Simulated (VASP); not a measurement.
# Al4Cu2H in VASP: relaxation of the atoms with PBE

Aim: the relaxation of the atoms of Al4Cu2H with PBE.

Program: VASP 6.6.1. These are calculated values, not measurements. Logs are shortened: lines on timing, memory, paths and dates and some standing lists are left out, and cuts for length are marked.

### Step 1. The cell of the first run

The cell holds a slab with vacuum, 7 atoms: a = 4.089 Å, b = 4.089 Å, c = 20.361 Å, α = 90.00°, β = 90.00°, γ = 60.00°.

### Step 2. Relaxation of the atoms, PBE

The input, INCAR:

```
  PREC = Accurate
  ENCUT = 520
  EDIFF = 1E-6
  ISMEAR = 0
  SIGMA = 0.1
  LREAL = False
  LASPH = True
  NELM = 100
  ALGO = Fast
  ISIF = 2
  LWAVE = False
  LCHARG = False
  LDIPOL = True
  IDIPOL = 3
  DIPOL = 0.5 0.5 0.345
  GGA = PE
  IBRION = 2
  NSW = 36
  EDIFFG = -0.025
```

The input, KPOINTS:

```
regular mesh
0
Gamma
  9 9 1
```

The input, POSCAR:

```
Al4Cu2H
1.0
    4.0889418899      0.0000000000      0.0000000000
    2.0442840433      3.5412354524      0.0000000000
    0.0000000000      0.0000000000     20.3610078836
Al Cu H
4 2 1
Selective dynamics
Direct
    0.6667174561      0.6667174561      0.1964539291  F F F
    0.3334044385      0.3334044385      0.2784404877  F F F
    0.0000542489      0.0000542489      0.3605162434  F F F
    0.6667259434      0.6667259434      0.4351949537  F F F
    0.0000609473      0.0000609473      0.2374472084  F F F
    0.3333908767      0.3333908767      0.4027831442  F F F
    0.7778370545      0.7778370545      0.5043960035  F F T
```

Potentials or basis: VASP PAW PBE potentials, release 64 (Al, Cu, H).

Command:

```
$ cat potpaw_PBE.64/Al/POTCAR potpaw_PBE.64/Cu/POTCAR potpaw_PBE.64/H/POTCAR > POTCAR
$ mpirun -np 1 vasp_std > vasp.out
```

OUTCAR:

```text
PREC = Accurate
   ENCUT = 520
   EDIFF = 1E-6
   ISMEAR = 0
   LREAL = False
   LASPH = True
   NELM = 100
   ISIF = 2
   GGA = PE
   IBRION = 2
   NSW = 36
   EDIFFG = -0.025

 ion  position               nearest neighbor table
   1  0.667  0.667  0.196-   5 2.50   5 2.50   5 2.50   2 2.89   2 2.89   2 2.89
   2  0.333  0.333  0.278-   5 2.50   5 2.50   5 2.50   6 2.53   1 2.89   1 2.89   1 2.89   3 2.89
                             3 2.89   3 2.89
   3  0.000  0.000  0.361-   5 2.51   6 2.51   6 2.51   6 2.51   4 2.81   4 2.81   4 2.81   2 2.89
                             2 2.89   2 2.89
   4  0.667  0.667  0.435-   7 1.61   6 2.45   6 2.45   6 2.45   3 2.81   3 2.81   3 2.81
   5  0.000  0.000  0.237-   1 2.50   2 2.50   1 2.50   2 2.50   1 2.50   2 2.50   3 2.51
   6  0.333  0.333  0.403-   4 2.45   4 2.45   4 2.45   3 2.51   3 2.51   3 2.51   2 2.53
   7  0.778  0.778  0.504-   4 1.61

  LATTYP: Found a base centered orthorhombic cell.
 ALAT       =     4.0891287873
 B/A-ratio  =     1.7319452535
 C/A-ratio  =     4.9793021797

  Lattice vectors:

 A1 = (  -2.0442840433,  -3.5412354524,   0.0000000000)
 A2 = (   4.0889418899,   0.0000000000,   0.0000000000)
 A3 = (   0.0000000000,   0.0000000000,  20.3610078836)

Analysis of symmetry for initial positions (statically):
=====================================================================
 Subroutine PRICEL returns:
 Original cell was already a primitive cell.

 Routine SETGRP: Setting up the symmetry group for a
 base centered orthorhombic supercell.

 Subroutine GETGRP returns: Found  2 space group operations
 (whereof  2 operations were pure point group operations)
 out of a pool of  8 trial point group operations.

The static configuration has the point symmetry C_1h.

Analysis of symmetry for dynamics (positions and initial velocities):
=====================================================================
 Subroutine PRICEL returns:
 Original cell was already a primitive cell.

 Routine SETGRP: Setting up the symmetry group for a
 base centered orthorhombic supercell.

 Subroutine GETGRP returns: Found  2 space group operations
 (whereof  2 operations were pure point group operations)
 out of a pool of  8 trial point group operations.

The dynamic configuration has the point symmetry C_1h.

Analysis of constrained symmetry for selective dynamics:
[... 134 lines left out ...]
   EFERMI =   0.00;   METHOD = LEGACY
   ISMEAR =     0;   SIGMA  =   0.10  broadening in eV -4-tet -1-fermi 0-gaus
   EFERMI_NEDOS =   21; number of points for ismear=-14 and -15
   IALGO  =     68    algorithm
   IMIX   =      4    mixing-type and parameters
     AMIX     =   0.40;   BMIX     =  1.00
     AMIX_MAG =   1.60;   BMIX_MAG =  1.00
  volume/ion in A,a.u.               =      42.12       284.23
  Fermi-wavevector in a.u.,A,eV,Ry     =   0.804592  1.520459  8.807986  0.647369
  Thomas-Fermi vector in A             =   1.912678
   LORBIT       =      0    0 simple, 1 ext, 2 COOP (PROOUT), +10 PAW based schemes
   GGA     = PE    functional components
   LHFCALC =     F    Hartree Fock is set to
   AEXX    =    0.0000 exact exchange contribution
   IVDW    =     0    specifies the selected vdW correction
   LEPSILON=     F    determine dielectric tensor
   LRPA    =     F    only Hartree local field effects (RPA)
 conjugate gradient relaxation of ions
 non-spin polarized calculation
 RMM-DIIS sequential band-by-band and
 Gauss-broadening in eV      SIGMA  =   0.10
  energy-cutoff  :      520.00
  volume of cell :      294.83
 maximum number of plane-waves:      7989
   NGX = 15   NGY = 15   NGZ = 75

--------------------------------------- Ionic step        1  -------------------------------------------

 number of electron      34.9999971 magnetization

 Free energy of the ion-electron system (eV)
  ---------------------------------------------------
  ext. energy  EPLUGINS =         0.00000000
  ---------------------------------------------------
  free energy    TOTEN  =       -24.47004203 eV

  energy without entropy =      -24.45857348  energy(sigma->0) =      -24.46430775

------------------------ aborting loop because EDIFF is reached ----------------------------------------

  FORCE on cell =-STRESS in cart. coord.  units (eV):
  Direction    XX          YY          ZZ          XY          YZ          ZX
  --------------------------------------------------------------------------------------
  -------------------------------------------------------------------------------------
  Total        0.8072998      1.2692195     -1.3671718     -0.4000830     -0.1109380     -0.1921385
  in kB        4.3871290      6.8973506     -7.4296551     -2.1741807     -0.6028729     -1.0441429
  external PRESSURE =       1.2849415 kB  Pullay stress =       0.0000000 kB
[... 110 lines left out ...]
--------------------------------------- Ionic step        4  -------------------------------------------

 number of electron      34.9999972 magnetization

 dipolmoment           0.000000      0.000000      0.121455 electrons x Angstroem

 Free energy of the ion-electron system (eV)
  ---------------------------------------------------
  ext. energy  EPLUGINS =         0.00000000
  ---------------------------------------------------
  free energy    TOTEN  =       -24.47221136 eV

  energy without entropy =      -24.46073899  energy(sigma->0) =      -24.46647518

 E-fermi :  -0.6747     XC(G=0):  -4.3784

 val. band max:       -0.7250232941   @ k =   0.1111  -0.0000   0.0000
 cond. band min:      -0.6372710738   @ k =   0.4444   0.4444   0.0000
 fundamental gap:      0.0877522203
 Fermi energy:        -0.6746634964

 k-point     1 :       0.0000    0.0000    0.0000
  band No.  band energies     occupation
      1     -10.2688      2.00000
      2      -8.7564      2.00000
      3      -5.9998      2.00000
      4      -4.9502      2.00000
      5      -4.9266      2.00000
      6      -4.8854      2.00000
[... 565 lines left out ...]
     20       0.6340      0.00000
     21       1.4140      0.00000

 [... further k-points ...]

------------------------ aborting loop because EDIFF is reached ----------------------------------------

 vacuum level on the upper side and lower side of the slab       (xc-potential included)         0.732        -0.748

  FORCE on cell =-STRESS in cart. coord.  units (eV):
  Direction    XX          YY          ZZ          XY          YZ          ZX
  --------------------------------------------------------------------------------------
  -------------------------------------------------------------------------------------
  Total        0.7574363      1.2496323     -1.6604402     -0.4263062     -0.1783312     -0.3088598
  in kB        4.1161546      6.7909075     -9.0233709     -2.3166864     -0.9691097     -1.6784446
  external PRESSURE =       0.6278970 kB  Pullay stress =       0.0000000 kB
[... 22 lines left out ...]
  FREE ENERGIE OF THE ION-ELECTRON SYSTEM (eV)
  ---------------------------------------------------
  free  energy   TOTEN  =       -24.4722113642 eV

  energy  without entropy=      -24.4607389934  energy(sigma->0) =      -24.46647518

 reached required accuracy - stopping structural energy minimisation

 vacuum level on the upper side and lower side of the slab         4.541         3.024
```

OSZICAR:

```text
N       E                     dE             d eps       ncg     rms          rms(c)
DAV:   1     0.227677647688E+03    0.22768E+03   -0.12065E+04  1050   0.134E+03
DAV:   2    -0.951378728623E+01   -0.23719E+03   -0.22996E+03  1075   0.313E+02
DAV:   3    -0.282779576386E+02   -0.18764E+02   -0.17993E+02  1316   0.116E+02
DAV:   4    -0.292605479629E+02   -0.98259E+00   -0.97554E+00  1460   0.293E+01
[... 48 lines left out ...]
RMM:   2    -0.244722208060E+02    0.12473E-04   -0.12694E-04  1044   0.973E-02    0.229E-02
RMM:   3    -0.244722307289E+02   -0.99229E-05   -0.82076E-05  1108   0.880E-02    0.185E-02
RMM:   4    -0.244722110127E+02    0.19716E-04   -0.39868E-05  1079   0.815E-02    0.289E-03
RMM:   5    -0.244722114781E+02   -0.46538E-06   -0.10274E-05   902   0.285E-02    0.271E-03
RMM:   6    -0.244722113642E+02    0.11385E-06   -0.29813E-06   688   0.218E-02
   4 F= -.24472211E+02 E0= -.24466475E+02  d E =-.216933E-02
```

CONTCAR:

```text
Al4Cu2H
   1.00000000000000
     4.0889418899000001    0.0000000000000000    0.0000000000000000
     2.0442840432999998    3.5412354524000000    0.0000000000000000
     0.0000000000000000    0.0000000000000000   20.3610078835999992
  Al              Cu              H
     4     2     1
Selective dynamics
Direct
     0.6667174561000024    0.6667174561000024    0.1964539291000023   F   F   F
     0.3334044384999970    0.3334044384999970    0.2784404877000028   F   F   F
     0.0000542488999997    0.0000542488999997    0.3605162433999993   F   F   F
     0.6667259434000030    0.6667259434000030    0.4351949536999982   F   F   F
     0.0000609472999997    0.0000609472999997    0.2374472083999990   F   F   F
     0.3333908767000011    0.3333908767000011    0.4027831442000007   F   F   F
     0.7778370544999973    0.7778370544999973    0.5055122279038025   F   F   T

  0.00000000E+00  0.00000000E+00  0.00000000E+00
  0.00000000E+00  0.00000000E+00  0.00000000E+00
  0.00000000E+00  0.00000000E+00  0.00000000E+00
  0.00000000E+00  0.00000000E+00  0.00000000E+00
  0.00000000E+00  0.00000000E+00  0.00000000E+00
  0.00000000E+00  0.00000000E+00  0.00000000E+00
  0.00000000E+00  0.00000000E+00  0.00000000E+00
```

Wall time 13 min (1 thread of Oxide Virtual Turin-like, shared host); peak memory 0.46 GiB.

What came out:

| Item | Value |
| --- | --- |
| Free energy | -24.4722 eV |
| Energy gained by relaxing | 0.3 meV/atom |
| Ionic steps | 4 |
| Band gap on the k mesh | zero (an odd number of electrons rules out a gap without spin polarisation) |

The path:
| step | energy change (eV) | largest force on free atoms (eV/Å) | pressure (GPa) |
| --- | --- | --- | --- |
| 1 | 0.0000 | 0.1962 | 0.13 |
| 2 | -0.0014 | 0.1131 | 0.10 |
| 3 | -0.0019 | 0.0706 | 0.04 |
| 4 | -0.0022 | 0.0027 | 0.06 |

Final structure:
```
Al Cu H
1.0
     4.08894    0.00000    0.00000
     2.04428    3.54124    0.00000
     0.00000    0.00000   20.36101
Al Cu H
4 2 1
Direct
  0.66672 0.66672 0.19645
  0.33340 0.33340 0.27844
  0.00005 0.00005 0.36052
  0.66673 0.66673 0.43519
  0.00006 0.00006 0.23745
  0.33339 0.33339 0.40278
  0.77784 0.77784 0.50551
```

Levels at points of the mesh, in eV from the Fermi level:
| k point | band 16 | band 17 | band 18 | band 19 | band 20 | band 21 |
| --- | --- | --- | --- | --- | --- | --- |
| (0.00, 0.00, 0.00) | 1.24 | 1.24 | 2.31 | 2.36 | 2.91 | 3.44 |

The gap in the log of VASP goes by the Fermi energy; the results here count the filled bands.